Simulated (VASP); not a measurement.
Set up this calculation in VASP 6.6.1, as the native input.

| Quantity | Value |
| --- | --- |
| Task | single point |
| Functional | r2SCAN |
| Potentials or basis | VASP PAW PBE potentials, release 64 (F, Cl, Rb_sv) |
| Cutoff | 520 eV |
| k mesh | 6 × 6 × 6 |
| Occupations | gaussian, width 0.01 eV |
| Spin | no spin polarisation |
| Dipole correction | no |
| Further INCAR settings | ALGO = Normal; EDIFF = 1e-06; NBANDS = 24 |

The system is Rb2ClF.

```
F Cl Rb
1.0
     2.14755    1.23989    7.13338
    -2.14755    1.23989    7.13338
     0.00000   -2.47978    7.13338
F Cl Rb
1 1 2
Direct
  0.00000 0.00000 0.00000
  0.50000 0.50000 0.50000
  0.26339 0.26339 0.26339
  0.73661 0.73661 0.73661
```

One way to write it, as run:

POSCAR

```
Rb2ClF
1.0
    2.1475516760      1.2398895382      7.1333826552
   -2.1475516760      1.2398895382      7.1333826552
    0.0000000000     -2.4797790765      7.1333826552
F Cl Rb
1 1 2
Direct
    1.0000000000      0.0000000000      0.0000000000
    0.5000000000      0.5000000000      0.5000000000
    0.2633912846      0.2633912846      0.2633912846
    0.7366087154      0.7366087154      0.7366087154
```

INCAR.step1

```
  PREC = Accurate
  ENCUT = 520
  ISMEAR = 0
  SIGMA = 0.01
  LREAL = False
  LASPH = True
  NELM = 60
  NBANDS = 24
  GGA = PE
  ALGO = Normal
  EDIFF = 1E-4
  LWAVE = True
  LCHARG = False
```

INCAR.step2

```
  PREC = Accurate
  ENCUT = 520
  EDIFF = 1E-6
  ISMEAR = 0
  SIGMA = 0.01
  LREAL = False
  LASPH = True
  NELM = 60
  ALGO = Normal
  ISIF = 2
  LWAVE = False
  LCHARG = False
  METAGGA = R2SCAN
  LMIXTAU = True
  NBANDS = 24
  ISTART = 1
```

KPOINTS

```
Automatic mesh
0
Gamma
  6 6 6
```

Potentials or basis: VASP PAW PBE potentials, release 64 (F, Cl, Rb_sv).

Command:

```sh
$ cat potpaw_PBE.64/F/POTCAR potpaw_PBE.64/Cl/POTCAR potpaw_PBE.64/Rb_sv/POTCAR > POTCAR
$ cp INCAR.step1 INCAR
$ mpirun -np 1 vasp_std > vasp.out
$ cp INCAR.step2 INCAR
$ mpirun -np 1 vasp_std > vasp.out
```

It gave:

The pressure is 0.0 GPa. The largest force is 0.005 eV/Å. The band gap on the k mesh is 5.49 eV.

Caveat: the PAW data sets were made with another functional, which shifts forces and pressure a little.

Run time: 15 min on 1 thread of Intel(R) Xeon(R) Platinum 8259CL CPU @ 2.50GHz (Skylake/Cascade Lake), on a shared host, peak memory 0.5 GiB.
